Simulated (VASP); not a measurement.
# I (P6_3/mmc) in VASP: further runs

The runs below take I through single point, relaxation of cell and atoms, with PBE.

All numbers are computed with VASP 6.6.1; they aren't measurements. Logs are shortened: lines on timing, memory, paths and dates and some standing lists are left out, and cuts for length are marked.

**1. The cell of the first run**

Symmetry: P6_3/mmc, No. 194, hexagonal system. Conventional cell: a = 4.770 Å, b = 4.770 Å, c = 10.834 Å, α = 90.00°, β = 90.00°, γ = 120.00°. I (site symmetry 3m) has 1 I at 2.73 Å within 3.6 Å.

**2. Single point, PBE**

INCAR

```
PREC = Accurate
ENCUT = 520
EDIFF = 1E-6
ISMEAR = 0
SIGMA = 0.1
LREAL = F
LASPH = T
NELM = 60
ALGO = Normal
ISIF = 2
LWAVE = F
LCHARG = T
GGA = PE
LELF = T
LVHAR = T
NBANDS = 22
```

KPOINTS

```
regular mesh
0
Gamma
  6 6 2
```

POSCAR

```
I
1.0
    4.7704921862      0.0000000000      0.0000000000
   -2.3852460931      4.1313674218      0.0000000000
    0.0000000000      0.0000000000     10.8339725520
I
4
Direct
    0.3333333333      0.6666666667      0.1237831356
    0.6666666667      0.3333333333      0.6237831356
    0.3333333333      0.6666666667      0.3762168644
    0.6666666667      0.3333333333      0.8762168644
```

Potentials or basis: VASP PAW PBE potentials, release 64 (I).

Command:

```console
$ cat potpaw_PBE.64/I/POTCAR > POTCAR
$ mpirun -np 1 vasp_std > vasp.out
```

OUTCAR:

```text
PREC = Accurate
   ENCUT = 520
   EDIFF = 1E-6
   ISMEAR = 0
   LREAL = F
   LASPH = T
   NELM = 60
   ISIF = 2
   GGA = PE

 ion  position               nearest neighbor table
   1  0.333  0.667  0.124-   3 2.73
   2  0.667  0.333  0.624-   4 2.73
   3  0.333  0.667  0.376-   1 2.73
   4  0.667  0.333  0.876-   2 2.73

  LATTYP: Found a hexagonal cell.
 ALAT       =     4.7704921862
 C/A-ratio  =     2.2710387375

  Lattice vectors:

 A1 = (   4.7704921862,   0.0000000000,   0.0000000000)
 A2 = (  -2.3852460931,   4.1313674218,   0.0000000000)
 A3 = (   0.0000000000,   0.0000000000,  10.8339725520)

Analysis of symmetry for initial positions (statically):
=====================================================================
 Subroutine PRICEL returns:
 Original cell was already a primitive cell.

 Routine SETGRP: Setting up the symmetry group for a
 hexagonal supercell.

 Subroutine GETGRP returns: Found 24 space group operations
 (whereof 12 operations were pure point group operations)
 out of a pool of 24 trial point group operations.

The static configuration has the point symmetry D_3d.
 The point group associated with its full space group is D_6h.

Analysis of symmetry for dynamics (positions and initial velocities):
=====================================================================
 Subroutine PRICEL returns:
 Original cell was already a primitive cell.

 Routine SETGRP: Setting up the symmetry group for a
 hexagonal supercell.

 Subroutine GETGRP returns: Found 24 space group operations
 (whereof 12 operations were pure point group operations)
 out of a pool of 24 trial point group operations.

The dynamic configuration has the point symmetry D_3d.
 The point group associated with its full space group is D_6h.

 Subroutine INISYM returns: Found 24 space group operations
 (whereof 12 operations are pure point group operations),
 and found     1 'primitive' translations

----------------------------------------------------------------------------------------

                                     Primitive cell

  volume of cell :     213.5230

[... 75 lines left out ...]
   ISPIN  =      1    spin polarized calculation?
   LNONCOLLINEAR =      F non collinear calculations
   LSORBIT =      F    spin-orbit coupling
   LASPH  =      T    aspherical Exc in radial PAW
   ENCUT  =  520.0 eV  38.22 Ry    6.18 a.u.   8.87  8.87 20.14*2*pi/ulx,y,z
   NELM   =     60;   NELMIN=  2; NELMDL= -5     # of ELM steps
   EDIFF  = 0.1E-05   stopping-criterion for ELM
   LREAL  =      F    real-space projection
   EDIFFG = 0.1E-04   stopping-criterion for IOM
   NSW    =      0    number of steps for IOM
   IBRION =     -1    ionic relax: 0-MD 1-quasi-New 2-CG
   NFREE  =      0    steps in history (QN), initial steepest desc. (CG)
   ISIF   =      2    stress and relaxation
   ISYM   =      2    0-nonsym 1-usesym 2-fastsym
   POTIM  = 0.5000    time-step for ionic-motion
   TEBEG  =    0.0;   TEEND  =   0.0 temperature during run
   PSTRESS=    0.0 pullay stress
   NELECT =      28.0000    total number of electrons
   NUPDOWN=      -1.0000    fix difference up-down
   EMIN   =  10.00;   EMAX   =-10.00  energy-range for DOS
   EFERMI =   0.00;   METHOD = LEGACY
   ISMEAR =     0;   SIGMA  =   0.10  broadening in eV -4-tet -1-fermi 0-gaus
   EFERMI_NEDOS =   21; number of points for ismear=-14 and -15
   IALGO  =     38    algorithm
   IMIX   =      4    mixing-type and parameters
     AMIX     =   0.40;   BMIX     =  1.00
     AMIX_MAG =   1.60;   BMIX_MAG =  1.00
  volume/ion in A,a.u.               =      53.38       360.23
  Fermi-wavevector in a.u.,A,eV,Ry     =   0.831724  1.571731  9.412033  0.691765
  Thomas-Fermi vector in A             =   1.944659
   LORBIT       =      0    0 simple, 1 ext, 2 COOP (PROOUT), +10 PAW based schemes
   GGA     = PE    functional components
   LHFCALC =     F    Hartree Fock is set to
   AEXX    =    0.0000 exact exchange contribution
   IVDW    =     0    specifies the selected vdW correction
   LEPSILON=     F    determine dielectric tensor
   LRPA    =     F    only Hartree local field effects (RPA)
 non-spin polarized calculation
 Gauss-broadening in eV      SIGMA  =   0.10
  energy-cutoff  :      520.00
  volume of cell :      213.52
 maximum number of plane-waves:      5817
 NGX is ok and might be reduce to    36
   NGX = 17   NGY = 17   NGZ = 41

 number of electron      28.0000005 magnetization

 Free energy of the ion-electron system (eV)
  ---------------------------------------------------
  ext. energy  EPLUGINS =         0.00000000
  ---------------------------------------------------
  free energy    TOTEN  =        -5.70436709 eV

  energy without entropy =       -5.70305591  energy(sigma->0) =       -5.70371150

 E-fermi :   1.1063     XC(G=0):  -6.9850

 val. band max:        0.9482056941   @ k =   0.3333   0.0000   0.0000
 cond. band min:       1.1770300727   @ k =   0.0000   0.0000   0.0000
 fundamental gap:      0.2288243787
 Fermi energy:         1.1063452868

 k-point     1 :       0.0000    0.0000    0.0000
  band No.  band energies     occupation
      1     -12.3711      2.00000
      2     -12.0436      2.00000
      3     -10.6196      2.00000
      4      -9.9329      2.00000
      5      -3.6925      2.00000
      6      -2.1953      2.00000
[... 339 lines left out ...]
     21       8.1047      0.00000
     22       8.1047      0.00000

------------------------ aborting loop because EDIFF is reached ----------------------------------------

  FORCE on cell =-STRESS in cart. coord.  units (eV):
  Direction    XX          YY          ZZ          XY          YZ          ZX
  --------------------------------------------------------------------------------------
  -------------------------------------------------------------------------------------
  Total        0.0754547      0.0754547     -0.1129633      0.0000000     -0.0000000      0.0000000
  in kB        0.5661772      0.5661772     -0.8476240      0.0000000     -0.0000000      0.0000000
  external PRESSURE =       0.0949102 kB  Pullay stress =       0.0000000 kB

 VOLUME and BASIS-vectors are now :
 -----------------------------------------------------------------------------
  energy-cutoff  :      520.00
  volume of cell :      213.52
      direct lattice vectors                 reciprocal lattice vectors
     4.770492186  0.000000000  0.000000000     0.209621976  0.121025304  0.000000000
    -2.385246093  4.131367422  0.000000000     0.000000000  0.242050609  0.000000000
     0.000000000  0.000000000 10.833972552     0.000000000  0.000000000  0.092302246

 POSITION                                       TOTAL-FORCE (eV/Angst)
 -----------------------------------------------------------------------------------
     -0.00000      2.75424      1.34106         0.000000      0.000000      0.021128
      2.38525      1.37712      6.75805        -0.000000     -0.000000      0.021128
     -0.00000      2.75424      4.07592        -0.000000      0.000000     -0.021128
      2.38525      1.37712      9.49291        -0.000000     -0.000000     -0.021128
 -----------------------------------------------------------------------------------
    total drift:                               -0.000000      0.000000     -0.000000

  FREE ENERGIE OF THE ION-ELECTRON SYSTEM (eV)
  ---------------------------------------------------
  free  energy   TOTEN  =        -5.7043670870 eV

  energy  without entropy=       -5.7030559145  energy(sigma->0) =       -5.70371150
```

Wall time 31 s (1 thread of AMD EPYC 9R45 (Zen 5), shared host); peak memory 0.28 GiB.

What came out:

```yaml
Free_energy: -5.7044 eV
Pressure: 0.0 GPa
Largest_force: 0.021 eV/Å
Band_gap_on_the_k_mesh: 0.23 eV (least direct gap 0.27 eV)
```

Forces on the atoms (eV/Å):
```
I    0.000  0.000  0.021
I    0.000  0.000  0.021
I    0.000  0.000 -0.021
I    0.000  0.000 -0.021
```

Stress tensor (GPa, compression positive):
```
 0.06  0.00  0.00
 0.00  0.06  0.00
 0.00  0.00 -0.08
```

Caveat: this functional lacks dispersion, which holds the molecules together, so the pressure and a relaxed volume are unreliable; spin-orbit coupling is left out, which moves the levels of the heavy elements.

**3. Single point, PBE**

This run uses another cell than the first one, of 54.39 Å³/atom.

INCAR

```
SYSTEM = I
  PREC = Accurate
  ENCUT = 520
  EDIFF = 1E-7
  ISMEAR = 0
  SIGMA = 0.01
  LREAL = .FALSE.
  LASPH = .TRUE.
  NELM = 100
  ALGO = Normal
  ISIF = 2
  LWAVE = .FALSE.
  LCHARG = .FALSE.
  GGA = PE
  NBANDS = 22
```

KPOINTS

```
Automatic mesh
0
G
  9 9 4
  0 0 0
```

POSCAR

```
I
1.0
    4.8229699778      0.0000000000      0.0000000000
   -2.4114849889      4.1768145225      0.0000000000
    0.0000000000      0.0000000000     10.7999737318
I
4
Direct
    0.3333333333      0.6666666667      0.1234957811
    0.6666666667      0.3333333333      0.6234957811
    0.3333333333      0.6666666667      0.3765042189
    0.6666666667      0.3333333333      0.8765042189
```

Potentials or basis: VASP PAW PBE potentials, release 64 (I).

Command:

```console
$ cat potpaw_PBE.64/I/POTCAR > POTCAR
$ mpirun -np 1 vasp_std > vasp.out
```

It took 67 s on 1 thread of AMD EPYC 9R45 (Zen 5), shared host; peak memory 0.34 GiB.

It converged, with:

| Property | Result |
| --- | --- |
| Free energy | -5.7070 eV |
| Pressure | 0.0 GPa |
| Largest force | 0.017 eV/Å |
| Band gap on the k mesh | 0.29 eV (least direct gap 0.34 eV) |

Forces in eV/Å, atoms in the order of the input:
```
I    0.000  0.000  0.017
I    0.000  0.000  0.017
I    0.000  0.000 -0.017
I    0.000  0.000 -0.017
```

Levels at points of the mesh, in eV from the valence-band top:
```tsv
k point	band 10	band 11	band 12	band 13	band 14	band 15	band 16	band 17	band 18	band 19
(0.00, 0.00, 0.00)	-1.59	-0.75	-0.75	-0.05	-0.05	0.29	1.77	4.45	4.50	6.75
(0.00, 0.00, 0.50)	-1.85	-0.36	-0.36	-0.36	-0.36	1.10	1.10	4.75	4.75	6.52
```

Caveat: this functional lacks dispersion, which holds the molecules together, so the pressure and a relaxed volume are unreliable; spin-orbit coupling is left out, which moves the levels of the heavy elements; an odd mesh through Γ misses points on the zone boundary, where band edges can lie.

(Part 1 of 2 ends here.)
